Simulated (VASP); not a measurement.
# LaTlO2 (Pmmn) in VASP: single point with PBE

Aim: the single point of LaTlO2 with PBE.

Everything below comes from runs of VASP 6.6.1. Logs are shortened: lines on timing, memory, paths and dates and some standing lists are left out, and cuts for length are marked.

## Step 1: The cell of the first run

Symmetry: Pmmn, No. 59, orthorhombic system. Conventional cell: a = 3.847 Å, b = 4.208 Å, c = 10.811 Å, α = 90.00°, β = 90.00°, γ = 90.00°. Tl (site symmetry mm2) has 2 O at 2.49 Å within 3.3 Å. Within 3.3 Å of O (site symmetry mm2) lie 2 La at 2.48 Å and 2 Tl at 2.49 Å and 1 O at 3.17 Å. O (site symmetry mm2) has 4 La at 2.30 to 2.50 Å and 4 O at 2.93 Å within 3.0 Å. Within 3.0 Å of La (site symmetry mm2) lie 6 O at 2.30 to 2.50 Å.

## Step 2: Single point, PBE

The input, INCAR:

```
ALGO = Normal
EDIFF = 1E-6
ENCUT = 520
GGA = PE
ISIF = 2
ISMEAR = 0
LASPH = True
LCHARG = True
LELF = True
LREAL = False
LVHAR = True
LWAVE = False
NBANDS = 46
NELM = 60
PREC = Accurate
SIGMA = 0.01
```

The input, KPOINTS:

```
k-points
0
Gamma
  6 6 4
```

The input, POSCAR:

```
LaTlO2
1.0
    3.8465041094      0.0000000000      0.0000000000
    0.0000000000      4.2080904064      0.0000000000
    0.0000000000      0.0000000000     10.8108583280
Tl O La
2 4 2
Direct
    0.0000000000      0.0000000000      0.8849813511
    0.5000000000      0.5000000000      0.1150186489
    0.0000000000      0.5000000000      0.7624884353
    0.5000000000      0.0000000000      0.2375115647
    0.0000000000      0.5000000000      0.4693710927
    0.5000000000      0.0000000000      0.5306289073
    0.0000000000      0.0000000000      0.3826520493
    0.5000000000      0.5000000000      0.6173479507
```

Potentials or basis: VASP PAW PBE potentials, release 64 (Tl_d, O, La).

On the command line:

```bash
> cat potpaw_PBE.64/Tl_d/POTCAR potpaw_PBE.64/O/POTCAR potpaw_PBE.64/La/POTCAR > POTCAR
> mpirun -np 1 vasp_std > vasp.out
```

OUTCAR:

```text
EDIFF = 1E-6
   ENCUT = 520
   GGA = PE
   ISIF = 2
   ISMEAR = 0
   LASPH = True
   LREAL = False
   NELM = 60
   PREC = Accurate

 ion  position               nearest neighbor table
   1  0.000  0.000  0.885-   3 2.49   3 2.49   2 3.78   2 3.78   2 3.78   2 3.78
   2  0.500  0.500  0.115-   4 2.49   4 2.49   1 3.78   1 3.78   1 3.78   1 3.78
   3  0.000  0.500  0.762-   8 2.48   8 2.48   1 2.49   1 2.49
   4  0.500  0.000  0.238-   7 2.48   7 2.48   2 2.49   2 2.49
   5  0.000  0.500  0.469-   7 2.30   7 2.30   8 2.50   8 2.50
   6  0.500  0.000  0.531-   8 2.30   8 2.30   7 2.50   7 2.50
   7  0.000  0.000  0.383-   5 2.30   5 2.30   4 2.48   4 2.48   6 2.50   6 2.50
   8  0.500  0.500  0.617-   6 2.30   6 2.30   3 2.48   3 2.48   5 2.50   5 2.50

  LATTYP: Found a simple orthorhombic cell.
 ALAT       =     3.8465041094
 B/A-ratio  =     1.0940038764
 C/A-ratio  =     2.8105672113

  Lattice vectors:

 A1 = (   3.8465041094,   0.0000000000,   0.0000000000)
 A2 = (   0.0000000000,   4.2080904064,   0.0000000000)
 A3 = (   0.0000000000,   0.0000000000,  10.8108583280)

Analysis of symmetry for initial positions (statically):
=====================================================================
 Subroutine PRICEL returns:
 Original cell was already a primitive cell.

 Routine SETGRP: Setting up the symmetry group for a
 simple orthorhombic supercell.

 Subroutine GETGRP returns: Found  8 space group operations
 (whereof  4 operations were pure point group operations)
 out of a pool of  8 trial point group operations.

The static configuration has the point symmetry C_2v.
 The point group associated with its full space group is D_2h.

Analysis of symmetry for dynamics (positions and initial velocities):
=====================================================================
 Subroutine PRICEL returns:
 Original cell was already a primitive cell.

 Routine SETGRP: Setting up the symmetry group for a
 simple orthorhombic supercell.

 Subroutine GETGRP returns: Found  8 space group operations
 (whereof  4 operations were pure point group operations)
 out of a pool of  8 trial point group operations.

The dynamic configuration has the point symmetry C_2v.
 The point group associated with its full space group is D_2h.

 Subroutine INISYM returns: Found  8 space group operations
 (whereof  4 operations are pure point group operations),
 and found     1 'primitive' translations

----------------------------------------------------------------------------------------

                                     Primitive cell

  volume of cell :     174.9893

  direct lattice vectors                    reciprocal lattice vectors
     3.846504109  0.000000000  0.000000000     0.259976324  0.000000000  0.000000000
     0.000000000  4.208090406  0.000000000     0.000000000  0.237637480  0.000000000
     0.000000000  0.000000000 10.810858328     0.000000000  0.000000000  0.092499593

  length of vectors
     3.846504109  4.208090406 10.810858328     0.259976324  0.237637480  0.092499593

  position of ions in fractional coordinates (direct lattice)
     0.000000000  0.000000000  0.884981351
     0.500000000  0.500000000  0.115018649
     0.000000000  0.500000000  0.762488435
     0.500000000  0.000000000  0.237511565
     0.000000000  0.500000000  0.469371093
     0.500000000  0.000000000  0.530628907
     0.000000000  0.000000000  0.382652049
     0.500000000  0.500000000  0.617347951

  ion indices of the primitive-cell ions
   primitive index   ion index
                 1           1
                 2           2
                 3           3
                 4           4
                 5           5
                 6           6
                 7           7
                 8           8

----------------------------------------------------------------------------------------

 KPOINTS: k-points

Automatic generation of k-mesh.
 Grid dimensions read from file:
 generate k-points for:    6    6    4

 Generating k-lattice:

  Cartesian coordinates                     Fractional coordinates (reciprocal lattice)
     0.043329387  0.000000000  0.000000000     0.166666667  0.000000000  0.000000000
     0.000000000  0.039606247  0.000000000     0.000000000  0.166666667  0.000000000
     0.000000000  0.000000000  0.023124898     0.000000000  0.000000000  0.250000000

  Length of vectors
     0.043329387  0.039606247  0.023124898

  Shift w.r.t. Gamma in fractional coordinates (k-lattice)
     0.000000000  0.000000000  0.000000000

 Subroutine IBZKPT returns following result:
 ===========================================

 Found     48 irreducible k-points:

 Following reciprocal coordinates:
            Coordinates               Weight
  0.000000  0.000000  0.000000      1.000000
  0.166667  0.000000  0.000000      2.000000
  0.333333  0.000000  0.000000      2.000000
  0.500000  0.000000  0.000000      1.000000
  0.000000  0.166667  0.000000      2.000000
  0.166667  0.166667  0.000000      4.000000
[... 16 lines left out ...]
  0.333333  0.166667  0.250000      8.000000
  0.500000  0.166667  0.250000      4.000000
 [... further k-points ...]
   k-points           NKPTS =     48   k-points in BZ     NKDIM =     48   number of bands    NBANDS=     46
   number of dos      NEDOS =    301   number of ions     NIONS =      8
   total plane-waves  NPLWV =  76800
   dimension x,y,z NGX =    30 NGY =   32 NGZ =   80
   dimension x,y,z NGXF=    60 NGYF=   64 NGZF=  160
   ions per type =               2   4   2
   NGX,Y,Z   is equivalent  to a cutoff of  12.97, 12.64, 12.30 a.u.
   NGXF,Y,Z  is equivalent  to a cutoff of  25.93, 25.28, 24.60 a.u.
 SYSTEM =  unknown system
   PREC   = accura    normal or accurate (medium, high low for compatibility)
   ISTART =      0    job   : 0-new  1-cont  2-samecut
   ICHARG =      2    charge: 1-file 2-atom 10-const
   ISPIN  =      1    spin polarized calculation?
   LNONCOLLINEAR =      F non collinear calculations
   LSORBIT =      F    spin-orbit coupling
   LASPH  =      T    aspherical Exc in radial PAW
   ENCUT  =  520.0 eV  38.22 Ry    6.18 a.u.   7.15  7.82 20.10*2*pi/ulx,y,z
   NELM   =     60;   NELMIN=  2; NELMDL= -5     # of ELM steps
   EDIFF  = 0.1E-05   stopping-criterion for ELM
   LREAL  =      F    real-space projection
   EDIFFG = 0.1E-04   stopping-criterion for IOM
   NSW    =      0    number of steps for IOM
   IBRION =     -1    ionic relax: 0-MD 1-quasi-New 2-CG
   NFREE  =      0    steps in history (QN), initial steepest desc. (CG)
   ISIF   =      2    stress and relaxation
   ISYM   =      2    0-nonsym 1-usesym 2-fastsym
   POTIM  = 0.5000    time-step for ionic-motion
   TEBEG  =    0.0;   TEEND  =   0.0 temperature during run
   PSTRESS=    0.0 pullay stress
   NELECT =      72.0000    total number of electrons
   NUPDOWN=      -1.0000    fix difference up-down
   EMIN   =  10.00;   EMAX   =-10.00  energy-range for DOS
   EFERMI =   0.00;   METHOD = LEGACY
   ISMEAR =     0;   SIGMA  =   0.01  broadening in eV -4-tet -1-fermi 0-gaus
   EFERMI_NEDOS =   21; number of points for ismear=-14 and -15
   IALGO  =     38    algorithm
   IMIX   =      4    mixing-type and parameters
     AMIX     =   0.40;   BMIX     =  1.00
     AMIX_MAG =   1.60;   BMIX_MAG =  1.00
  volume/ion in A,a.u.               =      21.87       147.61
  Fermi-wavevector in a.u.,A,eV,Ry     =   1.217630  2.300986 20.172294  1.482622
  Thomas-Fermi vector in A             =   2.352943
   LORBIT       =      0    0 simple, 1 ext, 2 COOP (PROOUT), +10 PAW based schemes
   GGA     = PE    functional components
   LHFCALC =     F    Hartree Fock is set to
   AEXX    =    0.0000 exact exchange contribution
   IVDW    =     0    specifies the selected vdW correction
   LEPSILON=     F    determine dielectric tensor
   LRPA    =     F    only Hartree local field effects (RPA)
 non-spin polarized calculation
 Gauss-broadening in eV      SIGMA  =   0.01
  energy-cutoff  :      520.00
  volume of cell :      174.99
 maximum number of plane-waves:      4744
 NGX is ok and might be reduce to    30
   NGX = 15   NGY = 15   NGZ = 41

 number of electron      71.9999997 magnetization

 Free energy of the ion-electron system (eV)
  ---------------------------------------------------
  ext. energy  EPLUGINS =         0.00000000
  ---------------------------------------------------
  free energy    TOTEN  =       -52.49440841 eV

  energy without entropy =      -52.49440841  energy(sigma->0) =      -52.49440841

 E-fermi :   4.2094     XC(G=0):  -9.3164

 val. band max:        4.0959444814   @ k =   0.3333   0.1667   0.0000
 cond. band min:       4.8940761074   @ k =   0.5000   0.5000   0.5000
 fundamental gap:      0.7981316260
 Fermi energy:         4.2094356421

 k-point     1 :       0.0000    0.0000    0.0000
  band No.  band energies     occupation
      1     -25.7488      2.00000
      2     -25.5581      2.00000
      3     -13.1310      2.00000
      4     -12.1370      2.00000
      5     -11.7430      2.00000
      6     -11.7032      2.00000
[... 38 lines left out ...]
     45       9.3770      0.00000
     46       9.4996      0.00000

 k-point     2 :       0.1667    0.0000    0.0000
  band No.  band energies     occupation
      1     -25.7180      2.00000
      2     -25.5517      2.00000
      3     -13.0135      2.00000
      4     -12.3238      2.00000
      5     -11.9652      2.00000
      6     -11.7635      2.00000
[... 38 lines left out ...]
     45       9.2419      0.00000
     46       9.3376      0.00000

 k-point     3 :       0.3333    0.0000    0.0000
  band No.  band energies     occupation
      1     -25.6459      2.00000
      2     -25.5486      2.00000
      3     -12.8201      2.00000
      4     -12.7103      2.00000
      5     -12.2711      2.00000
      6     -11.7657      2.00000
[... 1018 lines left out ...]
     45       9.3160      0.00000
     46       9.3320      0.00000

 k-point    24 :       0.5000    0.1667    0.2500
  band No.  band energies     occupation
      1     -25.5665      2.00000
      2     -25.5665      2.00000
      3     -13.0089      2.00000
      4     -13.0089      2.00000
      5     -12.0957      2.00000
      6     -12.0957      2.00000
[... 38 lines left out ...]
     45       9.3549      0.00000
     46       9.3555      0.00000

 [... further k-points ...]

------------------------ aborting loop because EDIFF is reached ----------------------------------------

  FORCE on cell =-STRESS in cart. coord.  units (eV):
  Direction    XX          YY          ZZ          XY          YZ          ZX
  --------------------------------------------------------------------------------------
  -------------------------------------------------------------------------------------
  Total        0.9111829      1.6638142      1.2096353      0.0000000      0.0000000      0.0000000
  in kB        8.3426627     15.2336501     11.0752514      0.0000000      0.0000000      0.0000000
  external PRESSURE =      11.5505214 kB  Pullay stress =       0.0000000 kB

 VOLUME and BASIS-vectors are now :
 -----------------------------------------------------------------------------
  energy-cutoff  :      520.00
  volume of cell :      174.99
      direct lattice vectors                 reciprocal lattice vectors
     3.846504109  0.000000000  0.000000000     0.259976324  0.000000000  0.000000000
     0.000000000  4.208090406  0.000000000     0.000000000  0.237637480  0.000000000
     0.000000000  0.000000000 10.810858328     0.000000000  0.000000000  0.092499593

 POSITION                                       TOTAL-FORCE (eV/Angst)
 -----------------------------------------------------------------------------------
      0.00000      0.00000      9.56741         0.000000      0.000000      0.129767
      1.92325      2.10405      1.24345         0.000000      0.000000     -0.129767
      0.00000      2.10405      8.24315         0.000000      0.000000     -0.119075
      1.92325      0.00000      2.56770         0.000000      0.000000      0.119075
      0.00000      2.10405      5.07430         0.000000      0.000000     -0.005899
      1.92325      0.00000      5.73655         0.000000      0.000000      0.005899
      0.00000      0.00000      4.13680         0.000000      0.000000      0.016485
      1.92325      2.10405      6.67406         0.000000      0.000000     -0.016485
 -----------------------------------------------------------------------------------
    total drift:                                0.000000      0.000000      0.000000

  FREE ENERGIE OF THE ION-ELECTRON SYSTEM (eV)
  ---------------------------------------------------
  free  energy   TOTEN  =       -52.4944084100 eV

  energy  without entropy=      -52.4944084100  energy(sigma->0) =      -52.49440841
```

It took 24 min on 1 thread of AMD EPYC 7R43 (Zen 3), shared host; peak memory 0.45 GiB.

Results:

* Free energy: -52.4944 eV
* Pressure: 1.2 GPa
* Largest force: 0.130 eV/Å
* Band gap on the k mesh: 0.80 eV (least direct gap 1.10 eV)

Forces on the atoms (eV/Å):
```
Tl   0.000  0.000  0.130
Tl   0.000  0.000 -0.130
O    0.000  0.000 -0.119
O    0.000  0.000  0.119
O    0.000  0.000 -0.006
O    0.000  0.000  0.006
La   0.000  0.000  0.016
La   0.000  0.000 -0.016
```

Caveat: spin-orbit coupling is left out, which moves the levels of the heavy elements. A k mesh can miss the band edges.
